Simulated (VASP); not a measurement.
# PbS (Fm-3m) in VASP: single point with PBE

Aim: the single point of PbS with PBE.

Everything below comes from runs of VASP 6.6.1. Logs are shortened: lines on timing, memory, paths and dates and some standing lists are left out, and cuts for length are marked.

**1. The cell of the first run**

It takes space group Fm-3m (No. 225, cubic). The conventional cell has a = 6.009 Å, b = 6.009 Å, c = 6.009 Å, α = 90.00°, β = 90.00°, γ = 90.00°. Within 4.0 Å of Pb (site symmetry m-3m) lie 6 S at 3.00 Å. Within 4.0 Å of S (site symmetry m-3m) lie 6 Pb at 3.00 Å.

**2. Single point, PBE, non-collinear spin, zero start, spin-orbit coupling**

File POSCAR:

```
PbS
1.0
    0.0000000000      3.0045317637      3.0045317637
    3.0045317637      0.0000000000      3.0045317637
    3.0045317637      3.0045317637      0.0000000000
Pb S
1 1
Direct
    0.5000000000      0.5000000000      0.5000000000
    0.0000000000      0.0000000000      0.0000000000
```

File INCAR.step1:

```
SYSTEM = PbS
ALGO = Normal
EDIFF = 1E-7
ENCUT = 520
GGA = PE
GGA_COMPAT = .False.
ISIF = 2
ISMEAR = 0
LASPH = .True.
LCHARG = .True.
LORBMOM = .True.
LREAL = .False.
LSORBIT = .True.
LWAVE = .False.
MAGMOM = 0 0 0 0 0 0
NBANDS = 32
NELM = 150
PREC = Accurate
SIGMA = 0.05
```

File KPOINTS.step1:

```
k-points
0
Gamma
  10 10 10
  0 0 0
```

File INCAR.step2:

```
SYSTEM = PbS
ALGO = Normal
EDIFF = 1E-7
ENCUT = 520
GGA = PE
GGA_COMPAT = .False.
ICHARG = 11
ISIF = 2
ISMEAR = -5
LASPH = .True.
LCHARG = .False.
LORBIT = 11
LORBMOM = .True.
LREAL = .False.
LSORBIT = .True.
LWAVE = .False.
MAGMOM = 0 0 0 0 0 0
NEDOS = 2001
NELM = 150
PREC = Accurate
SIGMA = 0.05
```

File KPOINTS.step2:

```
k-points
0
Gamma
  15 15 15
  0 0 0
```

Potentials or basis: VASP PAW PBE potentials, release 64 (Pb_d, S).

Command:

```bash
$ cat potpaw_PBE.64/Pb_d/POTCAR potpaw_PBE.64/S/POTCAR > POTCAR
$ cp INCAR.step1 INCAR
$ cp KPOINTS.step1 KPOINTS
$ mpirun -np 1 vasp_ncl > vasp.out
$ cp INCAR.step2 INCAR
$ cp KPOINTS.step2 KPOINTS
$ mpirun -np 1 vasp_ncl > vasp.out
```

OUTCAR:

```text
SYSTEM = PbS
   EDIFF = 1E-7
   ENCUT = 520
   GGA = PE
   ICHARG = 11
   ISIF = 2
   ISMEAR = -5
   LASPH = .True.
   LORBIT = 11
   LREAL = .False.
   LSORBIT = .True.
   NELM = 150
   PREC = Accurate

 ion  position               nearest neighbor table
   1  0.500  0.500  0.500-   2 3.00   2 3.00   2 3.00   2 3.00   2 3.00   2 3.00
   2  0.000  0.000  0.000-   1 3.00   1 3.00   1 3.00   1 3.00   1 3.00   1 3.00

  LATTYP: Found a face centered cubic cell.
 ALAT       =     6.0090635274

  Lattice vectors:

 A1 = (   0.0000000000,   3.0045317637,   3.0045317637)
 A2 = (   3.0045317637,   0.0000000000,   3.0045317637)
 A3 = (   3.0045317637,   3.0045317637,   0.0000000000)

Analysis of symmetry for initial positions (statically):
=====================================================================
 Subroutine PRICEL returns:
 Original cell was already a primitive cell.

 Routine SETGRP: Setting up the symmetry group for a
 face centered cubic supercell.

 Subroutine GETGRP returns: Found 48 space group operations
 (whereof 48 operations were pure point group operations)
 out of a pool of 48 trial point group operations.

The static configuration has the point symmetry O_h .

Analysis of symmetry for dynamics (positions and initial velocities):
=====================================================================
 Subroutine PRICEL returns:
 Original cell was already a primitive cell.

 Routine SETGRP: Setting up the symmetry group for a
 face centered cubic supercell.

 Subroutine GETGRP returns: Found 48 space group operations
 (whereof 48 operations were pure point group operations)
 out of a pool of 48 trial point group operations.

The dynamic configuration has the point symmetry O_h .

Analysis of structural, dynamic, and magnetic symmetry:
=====================================================================
 Subroutine PRICEL returns:
 Original cell was already a primitive cell.

 Routine SETGRP: Setting up the symmetry group for a
 face centered cubic supercell.

 Subroutine GETGRP returns: Found 48 space group operations
 (whereof 48 operations were pure point group operations)
 out of a pool of 48 trial point group operations.

The overall configuration has the point symmetry O_h .

 Subroutine INISYM returns: Found 48 space group operations
 (whereof 48 operations are pure point group operations),
 and found     1 'primitive' translations

----------------------------------------------------------------------------------------

                                     Primitive cell

  volume of cell :      54.2451

  direct lattice vectors                    reciprocal lattice vectors
     0.000000000  3.004531764  3.004531764    -0.166415282  0.166415282  0.166415282
     3.004531764  0.000000000  3.004531764     0.166415282 -0.166415282  0.166415282
     3.004531764  3.004531764  0.000000000     0.166415282  0.166415282 -0.166415282

  length of vectors
     4.249049569  4.249049569  4.249049569     0.288239723  0.288239723  0.288239723

  position of ions in fractional coordinates (direct lattice)
     0.500000000  0.500000000  0.500000000
     0.000000000  0.000000000  0.000000000

  ion indices of the primitive-cell ions
   primitive index   ion index
                 1           1
                 2           2

----------------------------------------------------------------------------------------

 KPOINTS: k-points

Automatic generation of k-mesh.
 Grid dimensions read from file:
 generate k-points for:   15   15   15

 Generating k-lattice:

  Cartesian coordinates                     Fractional coordinates (reciprocal lattice)
    -0.011094352  0.011094352  0.011094352     0.066666667  0.000000000  0.000000000
     0.011094352 -0.011094352  0.011094352     0.000000000  0.066666667  0.000000000
[... 94 lines left out ...]
 maximum number of plane-waves:      2952

 number of electron      20.0000003 magnetization       0.0000000      0.0000000     -0.0000000

 Free energy of the ion-electron system (eV)
  ---------------------------------------------------
  ext. energy  EPLUGINS =         0.00000000
  ---------------------------------------------------
  free energy    TOTEN  =        -9.14618751 eV

  energy without entropy =       -9.14618751  energy(sigma->0) =       -9.14618751

 E-fermi :   5.1510     XC(G=0):  -9.4966

 val. band max:        5.1492765465   @ k =   0.4667   0.0000   0.0000
 cond. band min:       5.5193486655   @ k =   0.4667   0.0000   0.0000
 fundamental gap:      0.3700721191
 Fermi energy:         5.1510415026

 k-point     1 :       0.0000    0.0000    0.0000
  band No.  band energies     occupation
      1     -12.9151      1.00000
      2     -12.9151      1.00000
      3     -12.9151      1.00000
      4     -12.9151      1.00000
      5     -10.3650      1.00000
      6     -10.3650      1.00000
[... 733 lines left out ...]
     27      11.1415      0.00000
     28      11.1415      0.00000

 [... further k-points ...]

------------------------ aborting loop because EDIFF is reached ----------------------------------------

  FORCE on cell =-STRESS in cart. coord.  units (eV):
  Direction    XX          YY          ZZ          XY          YZ          ZX
  --------------------------------------------------------------------------------------
  -------------------------------------------------------------------------------------
  Total       -0.0868404     -0.0868404     -0.0868404      0.0000000      0.0000000      0.0000000
  in kB       -2.5649097     -2.5649097     -2.5649097      0.0000000      0.0000000      0.0000000
  external PRESSURE =      -2.5649097 kB  Pullay stress =       0.0000000 kB

 VOLUME and BASIS-vectors are now :
 -----------------------------------------------------------------------------
  energy-cutoff  :      520.00
  volume of cell :       54.25
      direct lattice vectors                 reciprocal lattice vectors
     0.000000000  3.004531764  3.004531764    -0.166415282  0.166415282  0.166415282
     3.004531764  0.000000000  3.004531764     0.166415282 -0.166415282  0.166415282
     3.004531764  3.004531764  0.000000000     0.166415282  0.166415282 -0.166415282

 POSITION                                       TOTAL-FORCE (eV/Angst)
 -----------------------------------------------------------------------------------
      3.00453      3.00453      3.00453         0.000000      0.000000     -0.000000
      0.00000      0.00000      0.00000        -0.000000     -0.000000      0.000000
 -----------------------------------------------------------------------------------
    total drift:                               -0.000000     -0.000000     -0.000000

  FREE ENERGIE OF THE ION-ELECTRON SYSTEM (eV)
  ---------------------------------------------------
  free  energy   TOTEN  =        -9.1461875140 eV

  energy  without entropy=       -9.1461875140  energy(sigma->0) =       -9.14618751

 orbital moment (x)

 # of ion     p       d       tot
 ----------------------------------------
  1         0.000  -0.000  -0.000
  2         0.000   0.000   0.000
 ----------------------------------------
            0.000  -0.000  -0.000

 orbital moment (y)

 # of ion     p       d       tot
 ----------------------------------------
  1         0.000   0.000   0.000
  2         0.000   0.000   0.000
 ----------------------------------------
            0.000   0.000   0.000

 orbital moment (z)

 # of ion     p       d       tot
 ----------------------------------------
  1         0.000   0.000   0.000
  2         0.000   0.000   0.000
 ----------------------------------------
            0.000   0.000   0.000

 Spin-Orbit-Coupling matrix elements

 Ion:    1  E_soc:     -0.7849997
 l=   1
     0.0000000    -0.0642170    -0.0642170
    -0.0642170     0.0000000    -0.0642170
    -0.0642170    -0.0642170     0.0000000
 l=   2
     0.0000000    -0.0134254     0.0000000    -0.0134254    -0.0531908
    -0.0134254     0.0000000    -0.0398931    -0.0134254    -0.0132977
     0.0000000    -0.0398931     0.0000000    -0.0398931     0.0000000
    -0.0134254    -0.0134254    -0.0398931     0.0000000    -0.0132977
    -0.0531908    -0.0132977     0.0000000    -0.0132977     0.0000000
 l=   3
     0.0000000     0.0000000     0.0000000     0.0000000     0.0000000     0.0000000     0.0000000
     0.0000000     0.0000000     0.0000000     0.0000000     0.0000000     0.0000000     0.0000000
     0.0000000     0.0000000     0.0000000     0.0000000     0.0000000     0.0000000     0.0000000
     0.0000000     0.0000000     0.0000000     0.0000000     0.0000000     0.0000000     0.0000000
     0.0000000     0.0000000     0.0000000     0.0000000     0.0000000     0.0000000     0.0000000
     0.0000000     0.0000000     0.0000000     0.0000000     0.0000000     0.0000000     0.0000000
     0.0000000     0.0000000     0.0000000     0.0000000     0.0000000     0.0000000     0.0000000

 Ion:    2  E_soc:     -0.0041394
 l=   1
     0.0000000    -0.0006899    -0.0006899
    -0.0006899     0.0000000    -0.0006899
    -0.0006899    -0.0006899     0.0000000
 l=   2
     0.0000000     0.0000000     0.0000000     0.0000000     0.0000000
     0.0000000     0.0000000     0.0000000     0.0000000     0.0000000
     0.0000000     0.0000000     0.0000000     0.0000000     0.0000000
     0.0000000     0.0000000     0.0000000     0.0000000     0.0000000
     0.0000000     0.0000000     0.0000000     0.0000000     0.0000000
 l=   3
     0.0000000     0.0000000     0.0000000     0.0000000     0.0000000     0.0000000     0.0000000
     0.0000000     0.0000000     0.0000000     0.0000000     0.0000000     0.0000000     0.0000000
     0.0000000     0.0000000     0.0000000     0.0000000     0.0000000     0.0000000     0.0000000
     0.0000000     0.0000000     0.0000000     0.0000000     0.0000000     0.0000000     0.0000000
     0.0000000     0.0000000     0.0000000     0.0000000     0.0000000     0.0000000     0.0000000
     0.0000000     0.0000000     0.0000000     0.0000000     0.0000000     0.0000000     0.0000000
     0.0000000     0.0000000     0.0000000     0.0000000     0.0000000     0.0000000     0.0000000

 total charge

# of ion       s       p       d       tot
------------------------------------------
    1        1.481   0.505   9.844  11.830
    2        1.352   2.320   0.000   3.672
--------------------------------------------------
tot          2.833   2.825   9.844  15.502

 magnetization (x)

# of ion       s       p       d       tot
------------------------------------------
    1        0.000  -0.000   0.000  -0.000
    2        0.000   0.000   0.000   0.000
--------------------------------------------------
tot          0.000  -0.000   0.000  -0.000

 magnetization (y)

# of ion       s       p       d       tot
------------------------------------------
    1       -0.000  -0.000   0.000  -0.000
    2        0.000   0.000   0.000   0.000
--------------------------------------------------
tot         -0.000  -0.000   0.000  -0.000

 magnetization (z)

# of ion       s       p       d       tot
------------------------------------------
    1        0.000   0.000  -0.000   0.000
    2       -0.000   0.000   0.000  -0.000
--------------------------------------------------
tot          0.000   0.000  -0.000   0.000
```

Run time: 9.4 min. Hardware: 1 thread of AMD EPYC 7R43 (Zen 3), shared host; peak memory 0.43 GiB.

Results:

```yaml
Net_moment: 0.00 μB per cell
Valence_electrons_inside_the_program's_atomic_spheres: Pb 11.83; S 3.67
```

Moments on the atoms (μB; x, y, z):
```
Pb  0.00 0.00 0.00
S   0.00 0.00 0.00
```
